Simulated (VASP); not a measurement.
# NdHf (Cmmm) in VASP: further runs

The runs below take NdHf through relaxation of cell and atoms, with PBE.

All numbers are computed with VASP 6.6.1; they aren't measurements. Logs are shortened: lines on timing, memory, paths and dates and some standing lists are left out, and cuts for length are marked.

### 1 The cell of the first run

The structure is orthorhombic, space group Cmmm (No. 65). The conventional cell has a = 3.679 Å, b = 5.139 Å, c = 5.183 Å, α = 90.00°, β = 90.00°, γ = 90.00°. Nd (site symmetry mmm) has 6 Nd at 3.16 to 3.68 Å and 8 Hf at 3.18 to 3.65 Å within 4.2 Å. Within 4.2 Å of Hf (site symmetry mmm) lie 6 Hf at 3.16 to 3.68 Å and 8 Nd at 3.18 to 3.65 Å.

The cell was generated, and may not be a known phase.

### 2 Relaxation of cell and atoms, PBE

Input file INCAR:

```
PREC = Accurate
ENCUT = 600
EDIFF = 1E-6
ISMEAR = 0
SIGMA = 0.2
LREAL = F
LASPH = T
NELM = 60
ALGO = Normal
ISIF = 3
LWAVE = F
LCHARG = F
GGA = PE
IBRION = 2
NSW = 36
EDIFFG = -0.08
```

Input file KPOINTS:

```
regular mesh
0
Gamma
  7 7 4
```

Input file POSCAR:

```
NdHf
1.0
    1.8395004500     -2.5696688100      0.0000000000
    1.8395004500      2.5696688100      0.0000000000
    0.0000000000      0.0000000000      5.1828979800
Nd Hf
1 1
Direct
    0.0000000000      0.0000000000      0.0000000000
    0.5000000000      0.5000000000      0.5000000000
```

Potentials or basis: VASP PAW PBE potentials, release 64 (Nd, Hf_pv).

Run with:

```bash
$ cat potpaw_PBE.64/Nd/POTCAR potpaw_PBE.64/Hf_pv/POTCAR > POTCAR
$ mpirun -np 1 vasp_std > vasp.out
```

OUTCAR:

```text
PREC = Accurate
   ENCUT = 600
   EDIFF = 1E-6
   ISMEAR = 0
   LREAL = F
   LASPH = T
   NELM = 60
   ISIF = 3
   GGA = PE
   IBRION = 2
   NSW = 36
   EDIFFG = -0.08

 ion  position               nearest neighbor table
   1  0.000  0.000  0.000-   2 3.18   2 3.18   2 3.18   2 3.18   2 3.65   2 3.65   2 3.65   2 3.65

   2  0.500  0.500  0.500-   1 3.18   1 3.18   1 3.18   1 3.18   1 3.65   1 3.65   1 3.65   1 3.65

  LATTYP: Found a base centered orthorhombic cell.
 ALAT       =     3.6790009000
 B/A-ratio  =     1.3969383971
 C/A-ratio  =     1.4087786660

  Lattice vectors:

 A1 = (   1.8395004500,  -2.5696688100,   0.0000000000)
 A2 = (   1.8395004500,   2.5696688100,   0.0000000000)
 A3 = (   0.0000000000,   0.0000000000,   5.1828979800)

Analysis of symmetry for initial positions (statically):
=====================================================================
 Subroutine PRICEL returns:
 Original cell was already a primitive cell.

 Routine SETGRP: Setting up the symmetry group for a
 base centered orthorhombic supercell.

 Subroutine GETGRP returns: Found  8 space group operations
 (whereof  8 operations were pure point group operations)
 out of a pool of  8 trial point group operations.

The static configuration has the point symmetry D_2h.

Analysis of symmetry for dynamics (positions and initial velocities):
=====================================================================
 Subroutine PRICEL returns:
 Original cell was already a primitive cell.

 Routine SETGRP: Setting up the symmetry group for a
 base centered orthorhombic supercell.

 Subroutine GETGRP returns: Found  8 space group operations
 (whereof  8 operations were pure point group operations)
 out of a pool of  8 trial point group operations.

The dynamic configuration has the point symmetry D_2h.

 Subroutine INISYM returns: Found  8 space group operations
 (whereof  8 operations are pure point group operations),
 and found     1 'primitive' translations

----------------------------------------------------------------------------------------

                                     Primitive cell

  volume of cell :      48.9982

  direct lattice vectors                    reciprocal lattice vectors
     1.839500450 -2.569668810  0.000000000     0.271812926 -0.194577604  0.000000000
     1.839500450  2.569668810  0.000000000     0.271812926  0.194577604  0.000000000
     0.000000000  0.000000000  5.182897980     0.000000000  0.000000000  0.192942250

  length of vectors
     3.160215135  3.160215135  5.182897980     0.334279390  0.334279390  0.192942250

  position of ions in fractional coordinates (direct lattice)
     0.000000000  0.000000000  0.000000000
     0.500000000  0.500000000  0.500000000

  ion indices of the primitive-cell ions
   primitive index   ion index
                 1           1
                 2           2

----------------------------------------------------------------------------------------

 KPOINTS: regular mesh

Automatic generation of k-mesh.
 Grid dimensions read from file:
 generate k-points for:    7    7    4

 Generating k-lattice:

  Cartesian coordinates                     Fractional coordinates (reciprocal lattice)
     0.038830418 -0.027796801  0.000000000     0.142857143  0.000000000  0.000000000
     0.038830418  0.027796801  0.000000000     0.000000000  0.142857143  0.000000000
     0.000000000  0.000000000  0.048235563     0.000000000  0.000000000  0.250000000

  Length of vectors
     0.047754199  0.047754199  0.048235563

  Shift w.r.t. Gamma in fractional coordinates (k-lattice)
     0.000000000  0.000000000  0.000000000

 Subroutine IBZKPT returns following result:
 ===========================================

 Found     48 irreducible k-points:

 Following reciprocal coordinates:
            Coordinates               Weight
  0.000000  0.000000  0.000000      1.000000
  0.142857  0.000000  0.000000      4.000000
  0.285714 -0.000000  0.000000      4.000000
  0.428571  0.000000  0.000000      4.000000
  0.142857  0.142857  0.000000      2.000000
  0.285714  0.142857  0.000000      4.000000
[... 16 lines left out ...]
  0.428571  0.142857  0.250000      8.000000
 -0.428571  0.142857  0.250000      8.000000
 [... further k-points ...]
   k-points           NKPTS =     48   k-points in BZ     NKDIM =     48   number of bands    NBANDS=     16
   number of dos      NEDOS =    301   number of ions     NIONS =      2
   total plane-waves  NPLWV =  32928
   dimension x,y,z NGX =    28 NGY =   28 NGZ =   42
   dimension x,y,z NGXF=    56 NGYF=   56 NGZF=   84
   ions per type =               1   1
   NGX,Y,Z   is equivalent  to a cutoff of  14.73, 14.73, 13.47 a.u.
   NGXF,Y,Z  is equivalent  to a cutoff of  29.46, 29.46, 26.94 a.u.
 SYSTEM =  unknown system
   PREC   = accura    normal or accurate (medium, high low for compatibility)
   ISTART =      0    job   : 0-new  1-cont  2-samecut
   ICHARG =      2    charge: 1-file 2-atom 10-const
   ISPIN  =      1    spin polarized calculation?
   LNONCOLLINEAR =      F non collinear calculations
   LSORBIT =      F    spin-orbit coupling
   LASPH  =      T    aspherical Exc in radial PAW
   ENCUT  =  600.0 eV  44.10 Ry    6.64 a.u.   6.31  6.31 10.35*2*pi/ulx,y,z
   NELM   =     60;   NELMIN=  2; NELMDL= -5     # of ELM steps
   EDIFF  = 0.1E-05   stopping-criterion for ELM
   LREAL  =      F    real-space projection
   EDIFFG = -.8E-01   stopping-criterion for IOM
   NSW    =     36    number of steps for IOM
   IBRION =      2    ionic relax: 0-MD 1-quasi-New 2-CG
   NFREE  =      1    steps in history (QN), initial steepest desc. (CG)
   ISIF   =      3    stress and relaxation
   ISYM   =      2    0-nonsym 1-usesym 2-fastsym
   POTIM  = 0.5000    time-step for ionic-motion
   TEBEG  =    0.0;   TEEND  =   0.0 temperature during run
   PSTRESS=    0.0 pullay stress
   NELECT =      24.0000    total number of electrons
   NUPDOWN=      -1.0000    fix difference up-down
   EMIN   =  10.00;   EMAX   =-10.00  energy-range for DOS
   EFERMI =   0.00;   METHOD = LEGACY
   ISMEAR =     0;   SIGMA  =   0.20  broadening in eV -4-tet -1-fermi 0-gaus
   EFERMI_NEDOS =   21; number of points for ismear=-14 and -15
   IALGO  =     38    algorithm
   IMIX   =      4    mixing-type and parameters
     AMIX     =   0.40;   BMIX     =  1.00
     AMIX_MAG =   1.60;   BMIX_MAG =  1.00
  volume/ion in A,a.u.               =      24.50       165.33
  Fermi-wavevector in a.u.,A,eV,Ry     =   1.290482  2.438658 22.658384  1.665344
  Thomas-Fermi vector in A             =   2.422311
   LORBIT       =      0    0 simple, 1 ext, 2 COOP (PROOUT), +10 PAW based schemes
   GGA     = PE    functional components
   LHFCALC =     F    Hartree Fock is set to
   AEXX    =    0.0000 exact exchange contribution
   IVDW    =     0    specifies the selected vdW correction
   LEPSILON=     F    determine dielectric tensor
   LRPA    =     F    only Hartree local field effects (RPA)
 conjugate gradient relaxation of ions
 non-spin polarized calculation
 Gauss-broadening in eV      SIGMA  =   0.20
  energy-cutoff  :      600.00
  volume of cell :       49.00
 maximum number of plane-waves:      1652
 NGX is ok and might be reduce to    28
   NGX = 13   NGY = 13   NGZ = 21

--------------------------------------- Ionic step        1  -------------------------------------------

 number of electron      24.0000000 magnetization

 Free energy of the ion-electron system (eV)
  ---------------------------------------------------
  ext. energy  EPLUGINS =         0.00000000
  ---------------------------------------------------
  free energy    TOTEN  =       -14.63799015 eV

  energy without entropy =      -14.36343548  energy(sigma->0) =      -14.50071281

------------------------ aborting loop because EDIFF is reached ----------------------------------------

  FORCE on cell =-STRESS in cart. coord.  units (eV):
  Direction    XX          YY          ZZ          XY          YZ          ZX
  --------------------------------------------------------------------------------------
  -------------------------------------------------------------------------------------
  Total       -0.3473016     -1.2186460     -0.1026650      0.0000000      0.0000000      0.0000000
  in kB      -11.3563215    -39.8481746     -3.3570159      0.0000000      0.0000000      0.0000000
  external PRESSURE =     -18.1871707 kB  Pullay stress =       0.0000000 kB
[... 89 lines left out ...]
  FREE ENERGIE OF THE ION-ELECTRON SYSTEM (eV)
  ---------------------------------------------------
  free  energy   TOTEN  =       -14.6686859428 eV

  energy  without entropy=      -14.4126148319  energy(sigma->0) =      -14.54065039

[... ionic steps 4 to 18 ...]

--------------------------------------- Ionic step       19  -------------------------------------------

 number of electron      24.0000001 magnetization

------------------------ aborting loop because EDIFF is reached ----------------------------------------

  FORCE on cell =-STRESS in cart. coord.  units (eV):
  Direction    XX          YY          ZZ          XY          YZ          ZX
  --------------------------------------------------------------------------------------
  -------------------------------------------------------------------------------------
  Total        0.5121738      0.5373743     -0.2105051      0.0000000      0.0000000      0.0000000
  in kB       17.9595203     18.8431816     -7.3814207      0.0000000      0.0000000      0.0000000
  external PRESSURE =       9.8070938 kB  Pullay stress =       0.0000000 kB
[... 57 lines left out ...]
  energy  without entropy=      -14.6242794601  energy(sigma->0) =      -14.73511300

--------------------------------------- Ionic step       21  -------------------------------------------

 number of electron      23.9999999 magnetization

 Free energy of the ion-electron system (eV)
  ---------------------------------------------------
  ext. energy  EPLUGINS =         0.00000000
  ---------------------------------------------------
  free energy    TOTEN  =       -14.85559596 eV

  energy without entropy =      -14.62327721  energy(sigma->0) =      -14.73943658

 E-fermi :   5.8965     XC(G=0): -11.4755

 val. band max:        5.8956848144   @ k =   0.1429   0.1429   0.5000
 cond. band min:       5.9019792117   @ k =   0.4286   0.0000   0.2500
 fundamental gap:      0.0062943972
 Fermi energy:         5.8965285175

 k-point     1 :       0.0000    0.0000    0.0000
  band No.  band energies     occupation
      1     -30.9933      2.00000
      2     -24.5254      2.00000
      3     -24.1662      2.00000
      4     -24.1601      2.00000
      5     -12.2142      2.00000
      6     -10.8835      2.00000
[... 8 lines left out ...]
     15       6.3541      0.00121
     16       6.4269      0.00018
[... 420 lines left out ...]
  band No.  band energies     occupation
      1     -30.5864      2.00000
      2     -24.7894      2.00000
      3     -24.4272      2.00000
      4     -24.2331      2.00000
      5     -13.3807      2.00000
      6     -11.8147      2.00000
[... 8 lines left out ...]
     15       6.2210      0.02179
     16       6.3382      0.00179

 [... further k-points ...]
[... 5 lines left out ...]
  --------------------------------------------------------------------------------------
  -------------------------------------------------------------------------------------
  Total        0.0450707      0.1554027     -0.0623711      0.0000000      0.0000000      0.0000000
  in kB        1.5522517      5.3521229     -2.1480817      0.0000000      0.0000000      0.0000000
  external PRESSURE =       1.5854310 kB  Pullay stress =       0.0000000 kB
[... 17 lines left out ...]
  FREE ENERGIE OF THE ION-ELECTRON SYSTEM (eV)
  ---------------------------------------------------
  free  energy   TOTEN  =       -14.8555959563 eV

  energy  without entropy=      -14.6232772115  energy(sigma->0) =      -14.73943658

 reached required accuracy - stopping structural energy minimisation
```

Wall time 10 min (1 thread of Intel Xeon 6975P-C (Granite Rapids), shared host); peak memory 0.23 GiB.

Results:

```
Free energy                           : -14.8556 eV
Relaxed volume                        : 23.26 Å³/atom
Relaxed cell                          : a = 3.016 Å, b = 3.016 Å, c = 5.115 Å, α = 90.00°, β = 90.00°, γ = 89.58°
Space group after relaxing (to 0.1 Å) : P4/mmm (No. 123)
Energy gained by relaxing             : 108.8 meV/atom
Ionic steps                           : 21
Pressure after relaxing               : 0.2 GPa
Band gap on the k mesh                : zero (bands 12 and 13 overlap by 0.11 eV)
```

Stress tensor (GPa, compression positive):
```
 0.16  0.00  0.00
 0.00  0.54  0.00
 0.00  0.00 -0.21
```

Step by step:
| step | energy change (eV) | largest force (eV/Å) | pressure (GPa) | volume (Å³) |
| --- | --- | --- | --- | --- |
| 1 | 0.0000 | 0.0000 | -1.82 | 49.00 |
| 2 | -0.0289 | 0.0000 | -0.31 | 47.04 |
| 3 | -0.0307 | 0.0000 | 0.63 | 46.43 |
| 4 | -0.0407 | 0.0000 | 0.58 | 46.70 |
| 5 | -0.0760 | 0.0000 | -0.71 | 47.42 |
| 6 | -0.1358 | 0.0000 | -2.81 | 48.53 |
| 7 | -0.1378 | 0.0000 | -2.95 | 48.68 |
| 8 | -0.1392 | 0.0000 | -3.16 | 48.69 |
| 9 | -0.1423 | 0.0000 | -3.37 | 48.70 |
| 10 | -0.1431 | 0.0000 | -3.53 | 48.72 |
| 11 | -0.1437 | 0.0000 | -3.28 | 48.71 |
| 12 | -0.1480 | 0.0000 | -2.82 | 48.58 |
| 13 | -0.1597 | 0.0000 | -2.98 | 48.18 |
| 14 | -0.1785 | 0.0000 | -2.31 | 47.37 |
| 15 | -0.1958 | 0.0000 | 0.46 | 45.79 |
| 16 | -0.1959 | 0.0000 | 1.44 | 45.53 |
| 17 | -0.1959 | 0.0000 | 0.66 | 45.66 |
| 18 | -0.1959 | 0.0000 | 1.16 | 45.59 |
| 19 | -0.1993 | 0.0000 | 0.98 | 45.69 |
| 20 | -0.2080 | 0.0000 | 0.86 | 45.98 |
| 21 | -0.2176 | 0.0000 | 0.16 | 46.52 |

Final structure:
```yaml
crystal:
  lattice:
    - [2.14028, -2.12461, 0.00000]
    - [2.14028, 2.12461, 0.00000]
    - [0.00000, 0.00000, 5.11521]
  atoms:
    - { symbol: Nd, position: [0.00000, 0.00000, 0.00000] }
    - { symbol: Hf, position: [0.50000, 0.50000, 0.50000] }
```

Caveat: the highest band is partly filled, so the run has too few bands; spin-orbit coupling is left out, which moves the levels of the heavy elements; semilocal functionals describe open f shells poorly, which spoils levels, moments and volumes. Spin polarisation is off, so any magnetic state and its effect on volume and gap are missing.

(Part 1 of 2 ends here.)

The gap in the log of VASP goes by the Fermi energy; the results here count the filled bands.